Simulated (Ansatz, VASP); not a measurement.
HPt6: VASP beside Ansatz

File INCAR:

```
ALGO = Normal
DIPOL = 0.5 0.5 0.306
EDIFF = 1E-6
ENCUT = 520
GGA = PE
IDIPOL = 3
ISIF = 2
ISMEAR = 0
LASPH = T
LCHARG = F
LDIPOL = T
LREAL = F
LWAVE = F
NBANDS = 74
NELM = 60
PREC = Accurate
SIGMA = 0.1
```

Contents of KPOINTS:

```
k-points
0
Gamma
  6 6 1
```

File POSCAR:

```
HPt6
1.0
    5.6143281343      0.0000000000      0.0000000000
   -2.8071640672      4.8621507895      0.0000000000
    0.0000000000      0.0000000000     22.6192653717
Pt H
12 2
Direct
    0.3333333333      0.1666666667      0.1768404028
    0.3333333333      0.6666666667      0.1768404028
    0.8333333333      0.1666666667      0.1768404028
    0.8333333333      0.6666666667      0.1768404028
    0.1666666667      0.3333333333      0.2789526245
    0.1666666667      0.8333333333      0.2789526245
    0.6666666667      0.3333333333      0.2789526245
    0.6666666667      0.8333333333      0.2789526245
    0.0000000000      0.0000000000      0.3810585901
    0.0000000000      0.5000000000      0.3810585901
    0.5000000000      0.0000000000      0.3810585901
    0.5000000000      0.5000000000      0.3810585901
    0.2027472491      0.4054944982      0.4716892966
    0.2972527509      0.5945055018      0.4716892966
```

Input for Ansatz:

```yaml
crystal:
  lattice:
    - [5.6143281343, 0.0, 0.0]
    - [-2.8071640672, 4.8621507895, 0.0]
    - [0.0, 0.0, 22.6192653717]
  atoms:
    - { symbol: Pt, position: [0.3333333333, 0.1666666667, 0.1768404028] }
    - { symbol: Pt, position: [0.3333333333, 0.6666666667, 0.1768404028] }
    - { symbol: Pt, position: [0.8333333333, 0.1666666667, 0.1768404028] }
    - { symbol: Pt, position: [0.8333333333, 0.6666666667, 0.1768404028] }
    - { symbol: Pt, position: [0.1666666667, 0.3333333333, 0.2789526245] }
    - { symbol: Pt, position: [0.1666666667, 0.8333333333, 0.2789526245] }
    - { symbol: Pt, position: [0.6666666667, 0.3333333333, 0.2789526245] }
    - { symbol: Pt, position: [0.6666666667, 0.8333333333, 0.2789526245] }
    - { symbol: Pt, position: [0.0, 0.0, 0.3810585901] }
    - { symbol: Pt, position: [0.0, 0.5, 0.3810585901] }
    - { symbol: Pt, position: [0.5, 0.0, 0.3810585901] }
    - { symbol: Pt, position: [0.5, 0.5, 0.3810585901] }
    - { symbol: H, position: [0.2027472491, 0.4054944982, 0.4716892966] }
    - { symbol: H, position: [0.2972527509, 0.5945055018, 0.4716892966] }
basis:
  ecutwfc: 420
kpoints:
  mp_grid: { grid: [6, 6, 1] }
hamiltonian:
  xc: pbe
  pseudopotentials: { kind: paw, azcp: { folder: soft_1 } }
scf:
  occupations: { method: gaussian, width: 0.1 }
output:
  forces: true
  eigenvalues: true
efield:
  axis: 3
  dipole_correction: true
  ramp_width: 0.04
```

Alike in both runs: task single point; functional PBE; k mesh 6 × 6 × 1; occupations gaussian, width 0.1 eV; no spin polarisation.

|  | VASP | Ansatz |
| --- | --- | --- |
| version | VASP 6.6.1 | Ansatz 0.2.0 |
| potentials or method | VASP PAW PBE potentials, release 64 (Pt, H), cutoff 520 eV | scalar-relativistic, plane waves, PAW |
| valence electrons in the cell | 122 | 218 |

```tsv
	VASP	Ansatz	Ansatz less VASP
gap on the k mesh at the Fermi level (eV)	none	none	-
rms of the force components (eV/Å)	0.555	0.554	-0.0004
```

Atom by atom the forces differ by 0.008 eV/Å (rms over components). A gap of «none» marks a metal or a gap that the smearing closes. With one functional, cell and mesh, what is left measures potentials, basis and numerics. VASP's potentials hold 122 valence electrons a cell and Ansatz's 218, so a difference there can come from the potentials and not from the codes.

Spin-orbit coupling is off throughout.
